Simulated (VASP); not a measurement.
# Rh (Fm-3m) in VASP: a series of runs

Rh is run at these levels: RPBE, revPBE; tasks: single point.

Everything below comes from runs of VASP 6.6.1. Logs are shortened: lines on timing, memory, paths and dates and some standing lists are left out, and cuts for length are marked.

## Step 1: The cell of the first run

The structure is cubic, space group Fm-3m (No. 225). Conventional cell: a = 3.870 Å, b = 3.870 Å, c = 3.870 Å, α = 90.00°, β = 90.00°, γ = 90.00°. Within 3.6 Å of Rh (site symmetry m-3m) lie 12 Rh at 2.74 Å.

## Step 2: Single point, RPBE, non-collinear spin, zero start, spin-orbit coupling

Input file INCAR:

```
SYSTEM = Rh
PREC = Accurate
ENCUT = 520
EDIFF = 1E-6
ISMEAR = -1
SIGMA = 0.1
LREAL = .FALSE.
LASPH = .TRUE.
NELM = 150
ALGO = Normal
ISIF = 2
LWAVE = .FALSE.
LCHARG = .FALSE.
LNONCOLLINEAR = .TRUE.
MAGMOM = 0 0 0
LORBIT = 11
LSORBIT = .TRUE.
GGA_COMPAT = .FALSE.
LORBMOM = .TRUE.
LMAXMIX = 4
GGA = RP
NBANDS = 26
```

Input file KPOINTS:

```
Automatic mesh
0
G
  12 12 12
  0 0 0
```

Input file POSCAR:

```
Rh
1.0
    0.0000000000      1.9350721950      1.9350721950
    1.9350721950      0.0000000000      1.9350721950
    1.9350721950      1.9350721950      0.0000000000
Rh
1
Direct
    0.0000000000      0.0000000000      0.0000000000
```

Potentials or basis: VASP PAW PBE potentials, release 64 (Rh_pv).

Launch:

```
$ cat potpaw_PBE.64/Rh_pv/POTCAR > POTCAR
$ mpirun -np 1 vasp_ncl > vasp.out
```

OUTCAR:

```text
SYSTEM = Rh
   PREC = Accurate
   ENCUT = 520
   EDIFF = 1E-6
   ISMEAR = -1
   LREAL = .FALSE.
   LASPH = .TRUE.
   NELM = 150
   ISIF = 2
   LNONCOLLINEAR = .TRUE.
   LORBIT = 11
   LSORBIT = .TRUE.
   GGA = RP

 ion  position               nearest neighbor table
   1  0.000  0.000  0.000-

  LATTYP: Found a face centered cubic cell.
 ALAT       =     3.8701443900

  Lattice vectors:

 A1 = (   0.0000000000,   1.9350721950,   1.9350721950)
 A2 = (   1.9350721950,   0.0000000000,   1.9350721950)
 A3 = (   1.9350721950,   1.9350721950,   0.0000000000)

Analysis of symmetry for initial positions (statically):
=====================================================================
 Subroutine PRICEL returns:
 Original cell was already a primitive cell.

 Routine SETGRP: Setting up the symmetry group for a
 face centered cubic supercell.

 Subroutine GETGRP returns: Found 48 space group operations
 (whereof 48 operations were pure point group operations)
 out of a pool of 48 trial point group operations.

The static configuration has the point symmetry O_h .

Analysis of symmetry for dynamics (positions and initial velocities):
=====================================================================
 Subroutine PRICEL returns:
 Original cell was already a primitive cell.

 Routine SETGRP: Setting up the symmetry group for a
 face centered cubic supercell.

 Subroutine GETGRP returns: Found 48 space group operations
 (whereof 48 operations were pure point group operations)
 out of a pool of 48 trial point group operations.

The dynamic configuration has the point symmetry O_h .

Analysis of structural, dynamic, and magnetic symmetry:
=====================================================================
 Subroutine PRICEL returns:
 Original cell was already a primitive cell.

 Routine SETGRP: Setting up the symmetry group for a
 face centered cubic supercell.

 Subroutine GETGRP returns: Found 48 space group operations
 (whereof 48 operations were pure point group operations)
 out of a pool of 48 trial point group operations.

The overall configuration has the point symmetry O_h .

 Subroutine INISYM returns: Found 48 space group operations
 (whereof 48 operations are pure point group operations),
 and found     1 'primitive' translations

----------------------------------------------------------------------------------------

                                     Primitive cell

  volume of cell :      14.4918

  direct lattice vectors                    reciprocal lattice vectors
     0.000000000  1.935072195  1.935072195    -0.258388292  0.258388292  0.258388292
     1.935072195  0.000000000  1.935072195     0.258388292 -0.258388292  0.258388292
     1.935072195  1.935072195  0.000000000     0.258388292  0.258388292 -0.258388292

  length of vectors
     2.736605342  2.736605342  2.736605342     0.447541650  0.447541650  0.447541650

  position of ions in fractional coordinates (direct lattice)
     0.000000000  0.000000000  0.000000000

  ion indices of the primitive-cell ions
   primitive index   ion index
                 1           1

----------------------------------------------------------------------------------------

 KPOINTS: Automatic mesh

Automatic generation of k-mesh.
 Grid dimensions read from file:
 generate k-points for:   12   12   12

 Generating k-lattice:

  Cartesian coordinates                     Fractional coordinates (reciprocal lattice)
    -0.021532358  0.021532358  0.021532358     0.083333333  0.000000000  0.000000000
     0.021532358 -0.021532358  0.021532358     0.000000000  0.083333333  0.000000000
     0.021532358  0.021532358 -0.021532358     0.000000000  0.000000000  0.083333333

  Length of vectors
     0.037295138  0.037295138  0.037295138

  Shift w.r.t. Gamma in fractional coordinates (k-lattice)
     0.000000000  0.000000000  0.000000000

[... 46 lines left out ...]
   LSORBIT =      T    spin-orbit coupling
   LASPH  =      T    aspherical Exc in radial PAW
   ENCUT  =  520.0 eV  38.22 Ry    6.18 a.u.   5.09  5.09  5.09*2*pi/ulx,y,z
   NELM   =    150;   NELMIN=  2; NELMDL= -5     # of ELM steps
   EDIFF  = 0.1E-05   stopping-criterion for ELM
   LREAL  =      F    real-space projection
   EDIFFG = 0.1E-04   stopping-criterion for IOM
   NSW    =      0    number of steps for IOM
   IBRION =     -1    ionic relax: 0-MD 1-quasi-New 2-CG
   NFREE  =      0    steps in history (QN), initial steepest desc. (CG)
   ISIF   =      2    stress and relaxation
   ISYM   =      2    0-nonsym 1-usesym 2-fastsym
   POTIM  = 0.5000    time-step for ionic-motion
   TEBEG  =    0.0;   TEEND  =   0.0 temperature during run
   PSTRESS=    0.0 pullay stress
   NELECT =      15.0000    total number of electrons
   NUPDOWN=      -1.0000    fix difference up-down
   EMIN   =  10.00;   EMAX   =-10.00  energy-range for DOS
   EFERMI =   0.00;   METHOD = LEGACY
   ISMEAR =    -1;   SIGMA  =   0.10  broadening in eV -4-tet -1-fermi 0-gaus
   EFERMI_NEDOS =   21; number of points for ismear=-14 and -15
   IALGO  =     38    algorithm
   IMIX   =      4    mixing-type and parameters
     AMIX     =   0.40;   BMIX     =  1.00
     AMIX_MAG =   1.60;   BMIX_MAG =  1.00
  volume/ion in A,a.u.               =      14.49        97.80
  Fermi-wavevector in a.u.,A,eV,Ry     =   1.656017  3.129418 37.312505  2.742392
  Thomas-Fermi vector in A             =   2.744014
   LORBIT       =     11    0 simple, 1 ext, 2 COOP (PROOUT), +10 PAW based schemes
   GGA     = RP    functional components
   LHFCALC =     F    Hartree Fock is set to
   AEXX    =    0.0000 exact exchange contribution
   IVDW    =     0    specifies the selected vdW correction
   LEPSILON=     F    determine dielectric tensor
   LRPA    =     F    only Hartree local field effects (RPA)
  energy-cutoff  :      520.00
  volume of cell :       14.49
 maximum number of plane-waves:       798
   NGX = 11   NGY = 11   NGZ = 11

 number of electron      15.0000000 magnetization       0.0000000      0.0000000      0.0000000

 number of electron      14.9999993 magnetization       0.0000000     -0.0000000     -0.0000000

 number of electron      14.9999993 magnetization      -0.0000000      0.0000000      0.0000000

 Free energy of the ion-electron system (eV)
  ---------------------------------------------------
  ext. energy  EPLUGINS =         0.00000000
  ---------------------------------------------------
  free energy    TOTEN  =        -6.79441539 eV

  energy without entropy =       -6.74831619  energy(sigma->0) =       -6.77136579

 E-fermi :  11.0367     XC(G=0): -13.5942

 val. band max:       11.0213912515   @ k =   0.3333   0.0833   0.0000
 cond. band min:      11.0745330304   @ k =   0.5000   0.4167   0.0000
 fundamental gap:      0.0531417789
 Fermi energy:        11.0367379629

 k-point     1 :       0.0000    0.0000    0.0000
  band No.  band energies     occupation
      1     -37.8312      1.00000
      2     -37.8312      1.00000
      3     -33.9878      1.00000
      4     -33.9878      1.00000
      5     -33.9878      1.00000
      6     -33.9878      1.00000
[... 685 lines left out ...]
     25      31.0822      0.00000
     26      31.0822      0.00000

 [... further k-points ...]

------------------------ aborting loop because EDIFF is reached ----------------------------------------

  FORCE on cell =-STRESS in cart. coord.  units (eV):
  Direction    XX          YY          ZZ          XY          YZ          ZX
  --------------------------------------------------------------------------------------
  -------------------------------------------------------------------------------------
  Total       -0.1986360     -0.1986360     -0.1986360     -0.0000000      0.0000000      0.0000000
  in kB      -21.9607462    -21.9607462    -21.9607462     -0.0000000      0.0000000      0.0000000
  external PRESSURE =     -21.9607462 kB  Pullay stress =       0.0000000 kB

 VOLUME and BASIS-vectors are now :
 -----------------------------------------------------------------------------
  energy-cutoff  :      520.00
  volume of cell :       14.49
      direct lattice vectors                 reciprocal lattice vectors
     0.000000000  1.935072195  1.935072195    -0.258388292  0.258388292  0.258388292
     1.935072195  0.000000000  1.935072195     0.258388292 -0.258388292  0.258388292
     1.935072195  1.935072195  0.000000000     0.258388292  0.258388292 -0.258388292

 POSITION                                       TOTAL-FORCE (eV/Angst)
 -----------------------------------------------------------------------------------
      0.00000      0.00000      0.00000         0.000000      0.000000      0.000000
 -----------------------------------------------------------------------------------
    total drift:                                0.000000     -0.000000      0.000000

  FREE ENERGIE OF THE ION-ELECTRON SYSTEM (eV)
  ---------------------------------------------------
  free  energy   TOTEN  =        -6.7944153898 eV

  energy  without entropy=       -6.7483161889  energy(sigma->0) =       -6.77136579

 orbital moment (x)

 # of ion     p       d       tot
 ----------------------------------------
  1        -0.000   0.000   0.000
 ----------------------------------------
           -0.000   0.000   0.000

 orbital moment (y)

 # of ion     p       d       tot
 ----------------------------------------
  1        -0.000  -0.000  -0.000
 ----------------------------------------
           -0.000  -0.000  -0.000

 orbital moment (z)

 # of ion     p       d       tot
 ----------------------------------------
  1         0.000   0.000   0.000
 ----------------------------------------
            0.000   0.000   0.000

 Spin-Orbit-Coupling matrix elements

 Ion:    1  E_soc:     -0.3133439
 l=   1
     0.0000000    -0.0412679    -0.0412679
    -0.0412679     0.0000000    -0.0412679
    -0.0412679    -0.0412679     0.0000000
 l=   2
     0.0000000    -0.0018496     0.0000000    -0.0018496    -0.0091066
    -0.0018496     0.0000000    -0.0068299    -0.0018496    -0.0022766
     0.0000000    -0.0068299     0.0000000    -0.0068299     0.0000000
    -0.0018496    -0.0018496    -0.0068299     0.0000000    -0.0022766
    -0.0091066    -0.0022766     0.0000000    -0.0022766     0.0000000
 l=   3
     0.0000000     0.0000000     0.0000000     0.0000000     0.0000000     0.0000000     0.0000000
     0.0000000     0.0000000     0.0000000     0.0000000     0.0000000     0.0000000     0.0000000
     0.0000000     0.0000000     0.0000000     0.0000000     0.0000000     0.0000000     0.0000000
     0.0000000     0.0000000     0.0000000     0.0000000     0.0000000     0.0000000     0.0000000
     0.0000000     0.0000000     0.0000000     0.0000000     0.0000000     0.0000000     0.0000000
     0.0000000     0.0000000     0.0000000     0.0000000     0.0000000     0.0000000     0.0000000
     0.0000000     0.0000000     0.0000000     0.0000000     0.0000000     0.0000000     0.0000000

 total charge

# of ion       s       p       d       tot
------------------------------------------
    1        0.396   6.271   7.038  13.706

 magnetization (x)

# of ion       s       p       d       tot
------------------------------------------
    1        0.000  -0.000   0.000   0.000

 magnetization (y)

# of ion       s       p       d       tot
------------------------------------------
    1        0.000   0.000   0.000   0.000

 magnetization (z)

# of ion       s       p       d       tot
------------------------------------------
    1        0.000   0.000   0.000   0.000
```

Run time: 21 s. Hardware: 1 thread of Intel Xeon 6975P-C (Granite Rapids), shared host; peak memory 0.18 GiB.

Results:

| Property | Result |
| --- | --- |
| Free energy | -6.7944 eV |
| Pressure | -2.2 GPa |
| Net moment | 0.00 μB per cell |
| Valence electrons inside the program's atomic spheres | Rh 13.71 |

Moments on the atoms (μB; x, y, z):
```
Rh  0.00 0.00 0.00
```

Caveat: the PAW data sets were made with another functional, which shifts forces and pressure a little.

## Step 3: Single point, revPBE

This run uses another cell than the first one, of 12.85 Å³/atom, 0.887 times its volume.

Input file INCAR:

```
  PREC = Accurate
  ENCUT = 520
  EDIFF = 1E-6
  ISMEAR = -1
  SIGMA = 0.05
  LREAL = F
  LASPH = T
  NELM = 80
  ALGO = Normal
  ISIF = 2
  LWAVE = F
  LCHARG = F
  GGA = RE
  NBANDS = 14
```

Input file KPOINTS:

```
regular mesh
0
Gamma
  12 12 12
```

Input file POSCAR:

```
Rh
1.0
    0.0000000000      1.8591074964      1.8591074964
    1.8591074964      0.0000000000      1.8591074964
    1.8591074964      1.8591074964      0.0000000000
Rh
1
Direct
    0.0000000000      0.0000000000      0.0000000000
```

Potentials or basis: VASP PAW PBE potentials, release 64 (Rh_pv).

Launch:

```
$ cat potpaw_PBE.64/Rh_pv/POTCAR > POTCAR
$ mpirun -np 1 vasp_std > vasp.out
```

OUTCAR:

```text
PREC = Accurate
   ENCUT = 520
   EDIFF = 1E-6
   ISMEAR = -1
   LREAL = F
   LASPH = T
   NELM = 80
   ISIF = 2
   GGA = RE

 ion  position               nearest neighbor table
   1  0.000  0.000  0.000-

  LATTYP: Found a face centered cubic cell.
 ALAT       =     3.7182149928

  Lattice vectors:

 A1 = (   0.0000000000,   1.8591074964,   1.8591074964)
 A2 = (   1.8591074964,   0.0000000000,   1.8591074964)
 A3 = (   1.8591074964,   1.8591074964,   0.0000000000)

Analysis of symmetry for initial positions (statically):
[... 33 lines left out ...]
                                     Primitive cell

  volume of cell :      12.8512

  direct lattice vectors                    reciprocal lattice vectors
     0.000000000  1.859107496  1.859107496    -0.268946256  0.268946256  0.268946256
     1.859107496  0.000000000  1.859107496     0.268946256 -0.268946256  0.268946256
     1.859107496  1.859107496  0.000000000     0.268946256  0.268946256 -0.268946256

  length of vectors
     2.629175035  2.629175035  2.629175035     0.465828579  0.465828579  0.465828579

  position of ions in fractional coordinates (direct lattice)
     0.000000000  0.000000000  0.000000000

  ion indices of the primitive-cell ions
   primitive index   ion index
[... 123 lines left out ...]
 cond. band min:      13.2909529586   @ k =   0.3333   0.1667   0.0000
 fundamental gap:      0.1290768856
 Fermi energy:        13.2598862241

 k-point     1 :       0.0000    0.0000    0.0000
  band No.  band energies     occupation
      1     -33.2769      2.00000
      2     -33.2769      2.00000
      3     -33.2769      2.00000
      4       4.8084      2.00000
      5       9.8207      2.00000
      6       9.8207      2.00000
      7       9.8207      2.00000
      8      12.1317      2.00000
      9      12.1317      2.00000
     10      29.1770      0.00000
     11      33.5752      0.00000
     12      35.0405      0.00000
     13      35.0405      0.00000
     14      35.0405      0.00000
[... 377 lines left out ...]
      1     -34.1130      2.00000
      2     -33.5709      2.00000
      3     -33.4367      2.00000
      4       7.3375      2.00000
      5       9.0718      2.00000
      6      10.4649      2.00000
      7      10.9703      2.00000
      8      13.5197      0.01101
      9      17.6330      0.00000
     10      22.6677      0.00000
     11      29.6428      0.00000
     12      32.7407      0.00000
     13      33.5775      0.00000
     14      34.6219      0.00000

 [... further k-points ...]
[... 5 lines left out ...]
  --------------------------------------------------------------------------------------
  -------------------------------------------------------------------------------------
  Total        2.5934922      2.5934922      2.5934922      0.0000000      0.0000000      0.0000000
  in kB      323.3344790    323.3344790    323.3344790      0.0000000      0.0000000      0.0000000
  external PRESSURE =     323.3344790 kB  Pullay stress =       0.0000000 kB

 VOLUME and BASIS-vectors are now :
 -----------------------------------------------------------------------------
  energy-cutoff  :      520.00
  volume of cell :       12.85
      direct lattice vectors                 reciprocal lattice vectors
     0.000000000  1.859107496  1.859107496    -0.268946256  0.268946256  0.268946256
     1.859107496  0.000000000  1.859107496     0.268946256 -0.268946256  0.268946256
     1.859107496  1.859107496  0.000000000     0.268946256  0.268946256 -0.268946256

 POSITION                                       TOTAL-FORCE (eV/Angst)
 -----------------------------------------------------------------------------------
      0.00000      0.00000      0.00000         0.000000     -0.000000     -0.000000
 -----------------------------------------------------------------------------------
    total drift:                                0.000000      0.000000      0.000000

  FREE ENERGIE OF THE ION-ELECTRON SYSTEM (eV)
  ---------------------------------------------------
  free  energy   TOTEN  =        -6.6307179725 eV

  energy  without entropy=       -6.6232849433  energy(sigma->0) =       -6.62700146
```

OSZICAR:

```text
N       E                     dE             d eps       ncg     rms          rms(c)
DAV:   1     0.121660287694E+03    0.12166E+03   -0.86301E+03  2024   0.116E+03
DAV:   2    -0.557566371742E+01   -0.12724E+03   -0.12184E+03  2280   0.346E+02
DAV:   3    -0.707978161095E+01   -0.15041E+01   -0.15026E+01  2376   0.414E+01
DAV:   4    -0.708511959002E+01   -0.53380E-02   -0.53378E-02  2274   0.250E+00
DAV:   5    -0.708516412420E+01   -0.44534E-04   -0.44533E-04  2292   0.201E-01    0.118E+01
DAV:   6    -0.665634158386E+01    0.42882E+00   -0.64332E-01  2100   0.115E+01    0.460E+00
DAV:   7    -0.663427119497E+01    0.22070E-01   -0.25149E-02  2286   0.212E+00    0.193E+00
DAV:   8    -0.663087300310E+01    0.33982E-02   -0.36739E-03  2094   0.822E-01    0.271E-01
DAV:   9    -0.663071899425E+01    0.15401E-03   -0.70091E-05  2124   0.115E-01    0.189E-02
DAV:  10    -0.663071795300E+01    0.10413E-05   -0.34131E-06  2244   0.244E-02    0.247E-03
DAV:  11    -0.663071797255E+01   -0.19547E-07   -0.24327E-07  1032   0.682E-03
   1 F= -.66307180E+01 E0= -.66270015E+01  d E =-.743303E-02
```

Wall time 6.6 s (1 thread of Intel Xeon Platinum 8375C at 2.90GHz (Ice Lake), shared host); peak memory 0.13 GiB.

Results:

```yaml
Free_energy: -6.6307 eV
Pressure: 32.3 GPa
```

Levels at points of the mesh, in eV from the Fermi level:
```csv
k point,band 3,band 4,band 5,band 6,band 7,band 8,band 9,band 10,band 11,band 12
"(0.00, 0.00, 0.00)",-46.54,-8.45,-3.44,-3.44,-3.44,-1.13,-1.13,15.92,20.32,21.78
"(0.50, 0.00, 0.00)",-46.66,-6.71,-3.54,-3.54,0.61,0.61,0.67,9.37,15.45,20.32
"(0.50, 0.50, 0.00)",-46.87,-7.00,-6.60,0.58,1.08,1.08,3.37,13.16,13.74,13.74
```

Caveat: the PAW data sets were made with another functional, which shifts forces and pressure a little.

(Continued in part 2 of 2.)
